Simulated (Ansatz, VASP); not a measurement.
SiC in VASP and in Ansatz

```
CELL_PARAMETERS angstrom
3.16319 0.00000 0.00000
-1.58160 2.73940 0.00000
0.00000 0.00000 5.62384
ATOMIC_POSITIONS crystal
Si 0.33333 0.66667 0.00456
Si 0.66667 0.33333 0.50456
C 0.33333 0.66667 0.38044
C 0.66667 0.33333 0.88044
```

Alike in both runs: task relaxation of the atoms; functional PBE; k mesh 12 × 12 × 6; occupations gaussian, width 0.05 eV; no spin polarisation.

```csv
,VASP,Ansatz
version,VASP 6.6.1,Ansatz 0.2.0
potentials or method,"VASP PAW PBE potentials, release 64 (Si, C), cutoff 520 eV","scalar-relativistic, plane waves, PAW"
valence electrons in the cell,16,16
```

VASP gave:

```
gap on the k mesh at the Fermi level, each at its own relaxed structure (eV) : 2.28
```

**Question.** Which values does Ansatz return?

**Answer.** gap on the k mesh at the Fermi level, each at its own relaxed structure (eV): 2.29.

Ansatz's warnings: stress scf threshold loose.
